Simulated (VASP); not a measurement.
# H (I4/mmm) in VASP: a series of runs, part 2 of 2

VASP 6.6.1. The steps go on from the part before.

### Step 4. Single point, PBEsol

This run uses another cell than the first one, of 14.15 Å³/atom, 1.296 times its volume.

Contents of INCAR:

```
ALGO = Normal
EDIFF = 1E-7
ENCUT = 520
GGA = PS
ISIF = 2
ISMEAR = 0
LASPH = T
LCHARG = F
LREAL = F
LWAVE = F
NBANDS = 8
NELM = 60
PREC = Accurate
SIGMA = 0.01
```

Contents of KPOINTS:

```
k-points
0
Gamma
  10 10 10
```

Contents of POSCAR:

```
H
1.0
   -1.7769725432      1.7769725432      2.2412533530
    1.7769725432     -1.7769725432      2.2412533530
    1.7769725432      1.7769725432     -2.2412533530
H
2
Direct
    0.9153142280      0.9153142280      0.0000000000
    0.0846857720      0.0846857720      0.0000000000
```

Potentials or basis: VASP PAW PBE potentials, release 64 (H).

Started as:

```bash
$ cat potpaw_PBE.64/H/POTCAR > POTCAR
$ mpirun -np 1 vasp_std > vasp.out
```

OUTCAR:

```text
EDIFF = 1E-7
   ENCUT = 520
   GGA = PS
   ISIF = 2
   ISMEAR = 0
   LASPH = T
   LREAL = F
   NELM = 60
   PREC = Accurate

 ion  position               nearest neighbor table
   1  0.915  0.915  0.000-   2 0.76
   2  0.085  0.085  0.000-   1 0.76

  LATTYP: Found a body centered tetragonal cell.
 ALAT       =     3.5539450864
 C/A-ratio  =     1.2612762992

  Lattice vectors:

 A1 = (  -1.7769725432,   1.7769725432,   2.2412533530)
 A2 = (   1.7769725432,  -1.7769725432,   2.2412533530)
 A3 = (   1.7769725432,   1.7769725432,  -2.2412533530)

Analysis of symmetry for initial positions (statically):
=====================================================================
 Subroutine PRICEL returns:
 Original cell was already a primitive cell.

 Routine SETGRP: Setting up the symmetry group for a
 body centered tetragonal supercell.

 Subroutine GETGRP returns: Found 16 space group operations
 (whereof 16 operations were pure point group operations)
 out of a pool of 16 trial point group operations.

The static configuration has the point symmetry D_4h.

Analysis of symmetry for dynamics (positions and initial velocities):
=====================================================================
 Subroutine PRICEL returns:
 Original cell was already a primitive cell.

 Routine SETGRP: Setting up the symmetry group for a
 body centered tetragonal supercell.

 Subroutine GETGRP returns: Found 16 space group operations
 (whereof 16 operations were pure point group operations)
 out of a pool of 16 trial point group operations.

The dynamic configuration has the point symmetry D_4h.

 Subroutine INISYM returns: Found 16 space group operations
 (whereof 16 operations are pure point group operations),
 and found     1 'primitive' translations

----------------------------------------------------------------------------------------

[... 108 lines left out ...]
   EFERMI_NEDOS =   21; number of points for ismear=-14 and -15
   IALGO  =     38    algorithm
   IMIX   =      4    mixing-type and parameters
     AMIX     =   0.40;   BMIX     =  1.00
     AMIX_MAG =   1.60;   BMIX_MAG =  1.00
  volume/ion in A,a.u.               =      14.15        95.52
  Fermi-wavevector in a.u.,A,eV,Ry     =   0.676780  1.278928  6.231888  0.458031
  Thomas-Fermi vector in A             =   1.754194
   LORBIT       =      0    0 simple, 1 ext, 2 COOP (PROOUT), +10 PAW based schemes
   GGA     = PS    functional components
   LHFCALC =     F    Hartree Fock is set to
   AEXX    =    0.0000 exact exchange contribution
   IVDW    =     0    specifies the selected vdW correction
   LEPSILON=     F    determine dielectric tensor
   LRPA    =     F    only Hartree local field effects (RPA)
 non-spin polarized calculation
 Gauss-broadening in eV      SIGMA  =   0.01
  energy-cutoff  :      520.00
  volume of cell :       28.31
 maximum number of plane-waves:       781
 NGX is ok and might be reduce to    28
   NGX = 13   NGY = 13   NGZ = 13

 number of electron       2.0000000 magnetization

 Free energy of the ion-electron system (eV)
  ---------------------------------------------------
  ext. energy  EPLUGINS =         0.00000000
  ---------------------------------------------------
  free energy    TOTEN  =        -6.52770075 eV

  energy without entropy =       -6.52770075  energy(sigma->0) =       -6.52770075

 E-fermi :  -8.3573     XC(G=0):  -4.8842

 val. band max:       -8.3980618316   @ k =   0.5000   0.5000   0.5000
 cond. band min:       0.5729558842   @ k =   0.5000   0.0000   0.0000
 fundamental gap:      8.9710177158
 Fermi energy:        -8.3573383281

 k-point     1 :       0.0000    0.0000    0.0000
  band No.  band energies     occupation
      1     -10.1544      2.00000
      2       4.1652      0.00000
      3       7.5494      0.00000
      4      13.2821      0.00000
      5      13.2821      0.00000
      6      15.3115      0.00000
      7      15.3115      0.00000
      8      16.5564      0.00000
[... 243 lines left out ...]
 k-point    24 :       0.4000    0.3000    0.0000
  band No.  band energies     occupation
      1      -8.7617      2.00000
      2       1.9171      0.00000
      3       3.7318      0.00000
      4       7.9820      0.00000
      5       9.3621      0.00000
      6      15.9269      0.00000
      7      16.9602      0.00000
      8      18.8681      0.00000

 [... further k-points ...]
[... 5 lines left out ...]
  --------------------------------------------------------------------------------------
  -------------------------------------------------------------------------------------
  Total       -0.0251400     -0.0251400     -0.0270706      0.0000000      0.0000000     -0.0000000
  in kB       -1.4228656     -1.4228656     -1.5321291      0.0000000      0.0000000     -0.0000000
  external PRESSURE =      -1.4592867 kB  Pullay stress =       0.0000000 kB

 VOLUME and BASIS-vectors are now :
 -----------------------------------------------------------------------------
  energy-cutoff  :      520.00
  volume of cell :       28.31
      direct lattice vectors                 reciprocal lattice vectors
    -1.776972543  1.776972543  2.241253353     0.000000000  0.281377448  0.223089460
     1.776972543 -1.776972543  2.241253353     0.281377448  0.000000000  0.223089460
     1.776972543  1.776972543 -2.241253353     0.281377448  0.281377448  0.000000000

 POSITION                                       TOTAL-FORCE (eV/Angst)
 -----------------------------------------------------------------------------------
      0.00000      0.00000      4.10290         0.000000      0.000000     -0.004315
      0.00000      0.00000      0.37960        -0.000000     -0.000000      0.004315
 -----------------------------------------------------------------------------------
    total drift:                                0.000000     -0.000000      0.000000

  FREE ENERGIE OF THE ION-ELECTRON SYSTEM (eV)
  ---------------------------------------------------
  free  energy   TOTEN  =        -6.5277007455 eV

  energy  without entropy=       -6.5277007455  energy(sigma->0) =       -6.52770075
```

stdout:

```text
POSCAR found type information on POSCAR H
 POSCAR found :  1 types and       2 ions
 scaLAPACK will be used
 -----------------------------------------------------------------------------
|                                                                             |
|                                                                             |
|     You enforced a specific xc type in the INCAR file but a different       |
|     I HOPE YOU KNOW WHAT YOU ARE DOING!                                     |
|                                                                             |
 -----------------------------------------------------------------------------

 LDA part: xc-table for (Slater+PW92), standard interpolation
 POSCAR, INCAR and KPOINTS ok, starting setup
 FFT: planning ... GRIDC
 FFT: planning ... GRID_SOFT
 FFT: planning ... GRID
 WAVECAR not read
 entering main loop
```

Run time: 12 s. Hardware: 1 thread of Intel Xeon 6975P-C (Granite Rapids), shared host; peak memory 0.15 GiB.

What came out:

```yaml
Free_energy: -6.5277 eV
Pressure: -0.1 GPa
Largest_force: 0.004 eV/Å
Band_gap_on_the_k_mesh: 8.97 eV, indirect (least direct gap 9.55 eV)
```

Forces on the atoms (eV/Å):
```
H    0.000  0.000 -0.004
H    0.000  0.000  0.004
```

Caveat: the PAW data sets were made with another functional, which shifts forces and pressure a little. A k mesh can miss the band edges.

### Step 5. Relaxation of cell and atoms, PBEsol

This run uses another cell than the first one, of 13.45 Å³/atom, 1.232 times its volume.

Contents of INCAR:

```
SYSTEM = H
PREC = Accurate
ENCUT = 600
EDIFF = 1E-6
ISMEAR = 0
SIGMA = 0.01
LREAL = .FALSE.
LASPH = .TRUE.
NELM = 100
ALGO = Normal
ISIF = 3
LWAVE = .FALSE.
LCHARG = .FALSE.
GGA = PS
IBRION = 2
NSW = 80
EDIFFG = -0.001
```

Contents of KPOINTS:

```
regular mesh
0
G
  10 10 10
  0 0 0
```

Contents of POSCAR:

```
H
1.0
   -1.7538636044      1.7538636044      2.1865336887
    1.7538636044     -1.7538636044      2.1865336887
    1.7538636044      1.7538636044     -2.1865336887
H
2
Direct
    0.9131797345      0.9131797345      0.0000000000
    0.0868202655      0.0868202655      0.0000000000
```

Started as:

```bash
$ cat potpaw_PBE.64/H/POTCAR > POTCAR
$ mpirun -np 1 vasp_std > vasp.out
```

Run time: 40 s. Hardware: 1 thread of Intel Xeon 6975P-C (Granite Rapids), shared host; peak memory 0.14 GiB.

It converged, with:

```
Free energy                            : -6.5290 eV
Relaxed volume                         : 13.19 Å³/atom
Relaxed cell                           : a = 3.286 Å, b = 3.286 Å, c = 3.286 Å, α = 116.02°, β = 116.02°, γ = 97.04°
Space group after relaxing (to 0.05 Å) : I4/mmm (No. 139)
Energy gained by relaxing              : 0.0 meV/atom
Ionic steps                            : 21
Pressure after relaxing                : 0.0 GPa
Band gap on the k mesh                 : 8.83 eV, indirect (least direct gap 9.51 eV)
```

Final structure:
```xyz
2
Lattice="-1.7406 1.7406 2.1761 1.7406 -1.7406 2.1761 1.7406 1.7406 -2.1761" Properties=species:S:1:pos:R:3 pbc="T T T"
H     0.0000    0.0000    3.9727
H     0.0000    0.0000    0.3796
```

Levels at points of the mesh, in eV from the valence-band top:
```
           k point  band 1  band 2  band 3  band 4  band 5
(0.00, 0.00, 0.00)   -2.01   12.89   16.24   22.26   22.26
(0.50, 0.00, 0.00)   -0.67    8.83   16.21   17.79   19.51
(0.50, 0.50, 0.00)   -0.46   10.56   13.42   15.55   17.95
(0.50, 0.50, 0.50)    0.00    9.71   14.98   15.72   15.72
```

Caveat: the PAW data sets were made with another functional, which shifts forces and pressure a little. A hybrid or GW would open this gap; PBEsol tends to underestimate it.

### Step 6. Overview

| task | cell | cutoff (eV) | smearing | gap on the mesh (eV) | pressure (GPa) | largest force (eV/Å) |
| --- | --- | --- | --- | --- | --- | --- |
| single point | a = 3.086 Å, angles 116.1, 116.1, 96.8°, 2 atoms | 520 | gaussian 0.02 eV | 3.23 | -13.8 | 4.26 |
| single point | a = 3.217 Å, angles 116.1, 116.1, 96.9°, 2 atoms | 520 | gaussian 0.02 eV | 7.92 | -3.5 | 1.89 |
| single point | a = 3.367 Å, angles 116.3, 116.3, 96.5°, 2 atoms | 520 | gaussian 0.01 eV | 8.97 | -0.1 | - |
| relaxation of cell and atoms | relaxed from a = 3.307 Å, angles 115.9, 115.9, 97.2°, 2 atoms | 600 | gaussian 0.01 eV | 8.83 | 0.0 | - |

Alike in all rows: level PBEsol; potentials or basis VASP PAW PBE potentials, release 64 (H); no spin polarisation; k mesh 10 × 10 × 10.

Caveats: the PAW data sets were made with another functional, which shifts forces and pressure a little.

Total energies depend on the potentials used, so only differences within one code and one set of settings carry meaning.
